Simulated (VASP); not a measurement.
# Na (Im-3m) in VASP: further runs

Na is run at these levels: LDA; tasks: single point.

Everything below comes from runs of VASP 6.6.1. Logs are shortened: lines on timing, memory, paths and dates and some standing lists are left out, and cuts for length are marked.

## 1. The cell of the first run

It takes space group Im-3m (No. 229, cubic). The conventional cell has a = 4.057 Å, b = 4.057 Å, c = 4.057 Å, α = 90.00°, β = 90.00°, γ = 90.00°. Na (site symmetry m-3m) has 14 Na at 3.51 to 4.06 Å within 4.6 Å.

## 2. Single point, LDA

File INCAR:

```
SYSTEM = Na
PREC = Accurate
ENCUT = 520
EDIFF = 1E-6
ISMEAR = 0
SIGMA = 0.3
LREAL = .FALSE.
LASPH = .TRUE.
NELM = 100
ALGO = Normal
ISIF = 2
LWAVE = .FALSE.
LCHARG = .FALSE.
GGA = CA
NBANDS = 10
```

File KPOINTS:

```
Automatic mesh
0
G
  11 11 11
  0 0 0
```

File POSCAR:

```
Na
1.0
   -2.0287155323      2.0287155323      2.0287155323
    2.0287155323     -2.0287155323      2.0287155323
    2.0287155323      2.0287155323     -2.0287155323
Na
1
Direct
    0.0000000000      0.0000000000      0.0000000000
```

Potentials or basis: VASP PAW LDA potentials, release 64 (Na_pv).

Launch:

```bash
$ cat potpaw_LDA.64/Na_pv/POTCAR > POTCAR
$ mpirun -np 1 vasp_std > vasp.out
```

OUTCAR:

```text
SYSTEM = Na
   PREC = Accurate
   ENCUT = 520
   EDIFF = 1E-6
   ISMEAR = 0
   LREAL = .FALSE.
   LASPH = .TRUE.
   NELM = 100
   ISIF = 2
   GGA = CA

 ion  position               nearest neighbor table
   1  0.000  0.000  0.000-

  LATTYP: Found a body centered cubic cell.
 ALAT       =     4.0574310646

  Lattice vectors:

 A1 = (  -2.0287155323,   2.0287155323,   2.0287155323)
 A2 = (   2.0287155323,  -2.0287155323,   2.0287155323)
 A3 = (   2.0287155323,   2.0287155323,  -2.0287155323)

Analysis of symmetry for initial positions (statically):
=====================================================================
 Subroutine PRICEL returns:
 Original cell was already a primitive cell.

 Routine SETGRP: Setting up the symmetry group for a
 body centered cubic supercell.

 Subroutine GETGRP returns: Found 48 space group operations
 (whereof 48 operations were pure point group operations)
 out of a pool of 48 trial point group operations.

The static configuration has the point symmetry O_h .

Analysis of symmetry for dynamics (positions and initial velocities):
=====================================================================
 Subroutine PRICEL returns:
 Original cell was already a primitive cell.

 Routine SETGRP: Setting up the symmetry group for a
 body centered cubic supercell.

 Subroutine GETGRP returns: Found 48 space group operations
 (whereof 48 operations were pure point group operations)
 out of a pool of 48 trial point group operations.

The dynamic configuration has the point symmetry O_h .

 Subroutine INISYM returns: Found 48 space group operations
 (whereof 48 operations are pure point group operations),
 and found     1 'primitive' translations

----------------------------------------------------------------------------------------

                                     Primitive cell

  volume of cell :      33.3982

  direct lattice vectors                    reciprocal lattice vectors
    -2.028715532  2.028715532  2.028715532     0.000000000  0.246461365  0.246461365
     2.028715532 -2.028715532  2.028715532     0.246461365  0.000000000  0.246461365
     2.028715532  2.028715532 -2.028715532     0.246461365  0.246461365  0.000000000

  length of vectors
     3.513838376  3.513838376  3.513838376     0.348549005  0.348549005  0.348549005

  position of ions in fractional coordinates (direct lattice)
     0.000000000  0.000000000  0.000000000

  ion indices of the primitive-cell ions
   primitive index   ion index
                 1           1

----------------------------------------------------------------------------------------

 KPOINTS: Automatic mesh

Automatic generation of k-mesh.
 Grid dimensions read from file:
 generate k-points for:   11   11   11

 Generating k-lattice:

  Cartesian coordinates                     Fractional coordinates (reciprocal lattice)
     0.000000000  0.022405579  0.022405579     0.090909091  0.000000000  0.000000000
     0.022405579  0.000000000  0.022405579     0.000000000  0.090909091  0.000000000
     0.022405579  0.022405579  0.000000000     0.000000000  0.000000000  0.090909091

  Length of vectors
     0.031686273  0.031686273  0.031686273

  Shift w.r.t. Gamma in fractional coordinates (k-lattice)
     0.000000000  0.000000000  0.000000000

 Subroutine IBZKPT returns following result:
 ===========================================

 Found     56 irreducible k-points:

 Following reciprocal coordinates:
            Coordinates               Weight
  0.000000  0.000000  0.000000      1.000000
  0.090909  0.000000  0.000000     12.000000
  0.181818  0.000000  0.000000     12.000000
  0.272727  0.000000  0.000000     12.000000
  0.363636  0.000000  0.000000     12.000000
  0.454545  0.000000  0.000000     12.000000
[... 16 lines left out ...]
  0.272727  0.181818  0.090909     48.000000
  0.363636  0.181818  0.090909     24.000000
 [... further k-points ...]
   k-points           NKPTS =     56   k-points in BZ     NKDIM =     56   number of bands    NBANDS=     10
   number of dos      NEDOS =    301   number of ions     NIONS =      1
   total plane-waves  NPLWV =  21952
   dimension x,y,z NGX =    28 NGY =   28 NGZ =   28
   dimension x,y,z NGXF=    56 NGYF=   56 NGZF=   56
   ions per type =               1
   NGX,Y,Z   is equivalent  to a cutoff of  13.25, 13.25, 13.25 a.u.
   NGXF,Y,Z  is equivalent  to a cutoff of  26.49, 26.49, 26.49 a.u.
 SYSTEM =  Na
   PREC   = accura    normal or accurate (medium, high low for compatibility)
   ISTART =      0    job   : 0-new  1-cont  2-samecut
   ICHARG =      2    charge: 1-file 2-atom 10-const
   ISPIN  =      1    spin polarized calculation?
   LNONCOLLINEAR =      F non collinear calculations
   LSORBIT =      F    spin-orbit coupling
   LASPH  =      T    aspherical Exc in radial PAW
   ENCUT  =  520.0 eV  38.22 Ry    6.18 a.u.   6.53  6.53  6.53*2*pi/ulx,y,z
   NELM   =    100;   NELMIN=  2; NELMDL= -5     # of ELM steps
   EDIFF  = 0.1E-05   stopping-criterion for ELM
   LREAL  =      F    real-space projection
   EDIFFG = 0.1E-04   stopping-criterion for IOM
   NSW    =      0    number of steps for IOM
   IBRION =     -1    ionic relax: 0-MD 1-quasi-New 2-CG
   NFREE  =      0    steps in history (QN), initial steepest desc. (CG)
   ISIF   =      2    stress and relaxation
   ISYM   =      2    0-nonsym 1-usesym 2-fastsym
   POTIM  = 0.5000    time-step for ionic-motion
   TEBEG  =    0.0;   TEEND  =   0.0 temperature during run
   PSTRESS=    0.0 pullay stress
   NELECT =       7.0000    total number of electrons
   NUPDOWN=      -1.0000    fix difference up-down
   EMIN   =  10.00;   EMAX   =-10.00  energy-range for DOS
   EFERMI =   0.00;   METHOD = LEGACY
   ISMEAR =     0;   SIGMA  =   0.30  broadening in eV -4-tet -1-fermi 0-gaus
   EFERMI_NEDOS =   21; number of points for ismear=-14 and -15
   IALGO  =     38    algorithm
   IMIX   =      4    mixing-type and parameters
     AMIX     =   0.40;   BMIX     =  1.00
     AMIX_MAG =   1.60;   BMIX_MAG =  1.00
  volume/ion in A,a.u.               =      33.40       225.38
  Fermi-wavevector in a.u.,A,eV,Ry     =   0.972448  1.837660 12.866417  0.945655
  Thomas-Fermi vector in A             =   2.102747
   LORBIT       =      0    0 simple, 1 ext, 2 COOP (PROOUT), +10 PAW based schemes
   GGA     = CA    functional components
   LHFCALC =     F    Hartree Fock is set to
   AEXX    =    0.0000 exact exchange contribution
   IVDW    =     0    specifies the selected vdW correction
   LEPSILON=     F    determine dielectric tensor
   LRPA    =     F    only Hartree local field effects (RPA)
 non-spin polarized calculation
 Gauss-broadening in eV      SIGMA  =   0.30
  energy-cutoff  :      520.00
  volume of cell :       33.40
 maximum number of plane-waves:       935
 NGX is ok and might be reduce to    28
   NGX = 13   NGY = 13   NGZ = 13

 number of electron       7.0000010 magnetization

 Free energy of the ion-electron system (eV)
  ---------------------------------------------------
  ext. energy  EPLUGINS =         0.00000000
  ---------------------------------------------------
  free energy    TOTEN  =        -1.46557685 eV

  energy without entropy =       -1.44766800  energy(sigma->0) =       -1.45662243

 E-fermi :   0.4905     XC(G=0):  -7.0276

 val. band max:        0.4328030401   @ k =  -0.3636   0.4545   0.0909
 cond. band min:       0.5771685898   @ k =   0.1818   0.1818   0.1818
 fundamental gap:      0.1443655497
 Fermi energy:         0.4905345500

 k-point     1 :       0.0000    0.0000    0.0000
  band No.  band energies     occupation
      1     -24.3995      2.00000
      2     -24.3995      2.00000
      3     -24.3995      2.00000
      4      -3.0431      2.00000
      5      12.7852      0.00000
      6      12.7852      0.00000
      7      12.7852      0.00000
      8      13.9581      0.00000
      9      13.9581      0.00000
     10      14.6648      0.00000

 k-point     2 :       0.0909    0.0000    0.0000
  band No.  band energies     occupation
      1     -24.4037      2.00000
      2     -24.4009      2.00000
      3     -24.3995      2.00000
      4      -2.8863      2.00000
      5      11.0786      0.00000
      6      11.9689      0.00000
      7      12.2948      0.00000
      8      12.9777      0.00000
      9      13.3191      0.00000
     10      15.0025      0.00000

 k-point     3 :       0.1818    0.0000    0.0000
  band No.  band energies     occupation
      1     -24.4150      2.00000
      2     -24.4046      2.00000
      3     -24.3995      2.00000
      4      -2.4192      2.00000
      5       8.5959      0.00000
      6      10.8782      0.00000
      7      11.5261      0.00000
      8      11.9443      0.00000
      9      12.8937      0.00000
     10      15.1995      0.00000

 k-point     4 :       0.2727    0.0000    0.0000
  band No.  band energies     occupation
      1     -24.4297      2.00000
      2     -24.4095      2.00000
      3     -24.3995      2.00000
      4      -1.6512      2.00000
      5       6.2864      0.00000
      6      10.0133      0.00000
      7      10.8913      0.00000
      8      11.1626      0.00000
      9      12.3195      0.00000
     10      15.8632      0.00000
[... 222 lines left out ...]
 k-point    22 :       0.1818    0.1818    0.0909
  band No.  band energies     occupation
      1     -24.4399      2.00000
      2     -24.4124      2.00000
      3     -24.4060      2.00000
      4      -0.4481      1.99999
      5       5.4955      0.00000
      6       6.1409      0.00000
      7       8.0042      0.00000
      8      14.7445      0.00000
      9      15.3729      0.00000
     10      16.6612      0.00000

 k-point    23 :       0.2727    0.1818    0.0909
  band No.  band energies     occupation
      1     -24.4423      2.00000
      2     -24.4193      2.00000
      3     -24.4072      2.00000
      4       0.7207      0.27792
      5       3.8546      0.00000
      6       5.5035      0.00000
      7       7.5087      0.00000
      8      14.6865      0.00000
      9      15.8857      0.00000
     10      16.7975      0.00000

 k-point    24 :       0.3636    0.1818    0.0909
  band No.  band energies     occupation
      1     -24.4423      2.00000
      2     -24.4229      2.00000
      3     -24.4075      2.00000
      4       1.9167      0.00000
      5       2.4409      0.00000
      6       5.3421      0.00000
      7       7.3509      0.00000
      8      14.5968      0.00000
      9      16.0243      0.00000
     10      17.1957      0.00000

 [... further k-points ...]
[... 5 lines left out ...]
  --------------------------------------------------------------------------------------
  -------------------------------------------------------------------------------------
  Total       -0.0104274     -0.0104274     -0.0104274      0.0000000     -0.0000000      0.0000000
  in kB       -0.5002233     -0.5002233     -0.5002233      0.0000000     -0.0000000      0.0000000
  external PRESSURE =      -0.5002233 kB  Pullay stress =       0.0000000 kB

 VOLUME and BASIS-vectors are now :
 -----------------------------------------------------------------------------
  energy-cutoff  :      520.00
  volume of cell :       33.40
      direct lattice vectors                 reciprocal lattice vectors
    -2.028715532  2.028715532  2.028715532     0.000000000  0.246461365  0.246461365
     2.028715532 -2.028715532  2.028715532     0.246461365  0.000000000  0.246461365
     2.028715532  2.028715532 -2.028715532     0.246461365  0.246461365  0.000000000

 POSITION                                       TOTAL-FORCE (eV/Angst)
 -----------------------------------------------------------------------------------
      0.00000      0.00000      0.00000         0.000000      0.000000      0.000000
 -----------------------------------------------------------------------------------
    total drift:                               -0.000000     -0.000000     -0.000000

  FREE ENERGIE OF THE ION-ELECTRON SYSTEM (eV)
  ---------------------------------------------------
  free  energy   TOTEN  =        -1.4655768474 eV

  energy  without entropy=       -1.4476680048  energy(sigma->0) =       -1.45662243
```

Run time: 8.3 s. Hardware: 1 thread of Intel Xeon Platinum 8488C (Sapphire Rapids), shared host; peak memory 0.14 GiB.

Results:

* Free energy: -1.4656 eV
* Pressure: -0.1 GPa

Levels at points of the mesh, in eV from the Fermi level:
| k point | band 1 | band 2 | band 3 | band 4 | band 5 | band 6 | band 7 | band 8 |
| --- | --- | --- | --- | --- | --- | --- | --- | --- |
| (0.00, 0.00, 0.00) | -24.89 | -24.89 | -24.89 | -3.53 | 12.29 | 12.29 | 12.29 | 13.47 |

## 3. Single point, LDA

File INCAR:

```
  PREC = Accurate
  ENCUT = 520
  EDIFF = 1E-6
  ISMEAR = 0
  SIGMA = 0.6
  LREAL = False
  LASPH = True
  NELM = 80
  ALGO = Normal
  ISIF = 2
  LWAVE = False
  LCHARG = False
  GGA = CA
  NBANDS = 10
```

File KPOINTS:

```
Automatic mesh
0
Gamma
  11 11 11
```

POSCAR is that of step 2.

Potentials or basis: VASP PAW LDA potentials, release 64 (Na_pv).

Launch:

```bash
$ cat potpaw_LDA.64/Na_pv/POTCAR > POTCAR
$ mpirun -np 1 vasp_std > vasp.out
```

OUTCAR:

```text
PREC = Accurate
   ENCUT = 520
   EDIFF = 1E-6
   ISMEAR = 0
   LREAL = False
   LASPH = True
   NELM = 80
   ISIF = 2
   GGA = CA

 ion  position               nearest neighbor table
   1  0.000  0.000  0.000-

  LATTYP: Found a body centered cubic cell.
 ALAT       =     4.0574310646

  Lattice vectors:

 A1 = (  -2.0287155323,   2.0287155323,   2.0287155323)
 A2 = (   2.0287155323,  -2.0287155323,   2.0287155323)
 A3 = (   2.0287155323,   2.0287155323,  -2.0287155323)

[... 481 lines left out ...]
      1     -24.4426      2.00000
      2     -24.4232      2.00000
      3     -24.4077      2.00000
      4       1.9165      0.00059
      5       2.4407      0.00000
      6       5.3420      0.00000
      7       7.3508      0.00000
      8      14.5966      0.00000
      9      16.0242      0.00000
     10      17.1956      0.00000

 [... further k-points ...]
[... 5 lines left out ...]
  --------------------------------------------------------------------------------------
  -------------------------------------------------------------------------------------
  Total        0.0081358      0.0081358      0.0081358      0.0000000      0.0000000      0.0000000
  in kB        0.3902878      0.3902878      0.3902878      0.0000000      0.0000000      0.0000000
  external PRESSURE =       0.3902878 kB  Pullay stress =       0.0000000 kB

 VOLUME and BASIS-vectors are now :
 -----------------------------------------------------------------------------
  energy-cutoff  :      520.00
  volume of cell :       33.40
      direct lattice vectors                 reciprocal lattice vectors
    -2.028715532  2.028715532  2.028715532     0.000000000  0.246461365  0.246461365
     2.028715532 -2.028715532  2.028715532     0.246461365  0.000000000  0.246461365
     2.028715532  2.028715532 -2.028715532     0.246461365  0.246461365  0.000000000

 POSITION                                       TOTAL-FORCE (eV/Angst)
 -----------------------------------------------------------------------------------
      0.00000      0.00000      0.00000         0.000000     -0.000000      0.000000
 -----------------------------------------------------------------------------------
    total drift:                               -0.000000     -0.000000     -0.000000

  FREE ENERGIE OF THE ION-ELECTRON SYSTEM (eV)
  ---------------------------------------------------
  free  energy   TOTEN  =        -1.4945142740 eV

  energy  without entropy=       -1.4147821670  energy(sigma->0) =       -1.45464822
```

stdout:

```text
POSCAR found type information on POSCAR Na
 POSCAR found :  1 types and       1 ions
 scaLAPACK will be used
 LDA part: xc-table for (Slater(with rela. corr.)+CA(PZ))
 , standard interpolation
 POSCAR, INCAR and KPOINTS ok, starting setup
 FFT: planning ... GRIDC
 FFT: planning ... GRID_SOFT
 FFT: planning ... GRID
 WAVECAR not read
 entering main loop
```

Run time: 6.7 s. Hardware: 1 thread of Intel Xeon Platinum 8488C (Sapphire Rapids), shared host; peak memory 0.13 GiB.

What came out:

```yaml
Free_energy: -1.4945 eV
Pressure: 0.0 GPa
```
